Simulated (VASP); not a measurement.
Write the native input for VASP 6.6.1 that does the following.

| Item | Value |
| --- | --- |
| Task | single point |
| Functional | PBE |
| Potentials or basis | VASP PAW PBE potentials, release 64 (Si, Mo_sv) |
| Cutoff | 520 eV |
| k mesh | 4 × 4 × 4 |
| Occupations | gaussian, width 0.1 eV |
| Spin | no spin polarisation |
| Dipole correction | no |
| Further INCAR settings | ALGO = Normal; EDIFF = 1e-07; NBANDS = 36 |

The structure of Si3Mo lies in POSCAR:

```
Si3Mo
1.0
    5.0452987400      0.0000000000      0.0000000000
    0.0000000000      5.0452987400      0.0000000000
    0.0000000000      0.0000000000      5.0452987400
Si Mo
6 2
Direct
    0.2500000000      0.0000000000      0.5000000000
    0.5000000000      0.7500000000      0.0000000000
    0.7500000000      0.0000000000      0.5000000000
    0.5000000000      0.2500000000      0.0000000000
    0.0000000000      0.5000000000      0.7500000000
    0.0000000000      0.5000000000      0.2500000000
    0.0000000000      0.0000000000      0.0000000000
    0.5000000000      0.5000000000      0.5000000000
```

One way to write it, as run:

INCAR

```
PREC     = Accurate       # precision mode
ENCUT    = 520            # plane-wave cutoff, eV
EDIFF    = 1E-7           # SCF threshold, eV
ISMEAR   = 0              # smearing method
SIGMA    = 0.1            # smearing width, eV
LREAL    = False          # projectors in reciprocal space
LASPH    = True           # aspherical terms in the spheres
NELM     = 60             # most SCF steps
ALGO     = Normal         # electronic algorithm
ISIF     = 2              # what is computed and relaxed
LWAVE    = False          # write WAVECAR
LCHARG   = False          # write CHGCAR
GGA      = PE             # functional
NBANDS   = 36             # bands
```

KPOINTS

```
Automatic mesh
0
Gamma
  4 4 4
```

Potentials or basis: VASP PAW PBE potentials, release 64 (Si, Mo_sv).

Run with:

```sh
$ cat potpaw_PBE.64/Si/POTCAR potpaw_PBE.64/Mo_sv/POTCAR > POTCAR
$ mpirun -np 1 vasp_std > vasp.out
```

It gave:

* Pressure: -16.9 GPa
* Band gap on the k mesh: zero (band 26 reaches 9.36 eV, above the bottom of band 27 at 8.84 eV)

Run time: 35 s on 1 thread of Intel(R) Xeon(R) Platinum 8375C CPU @ 2.90GHz (Ice Lake) (shared host), peak memory 0.25 GiB.
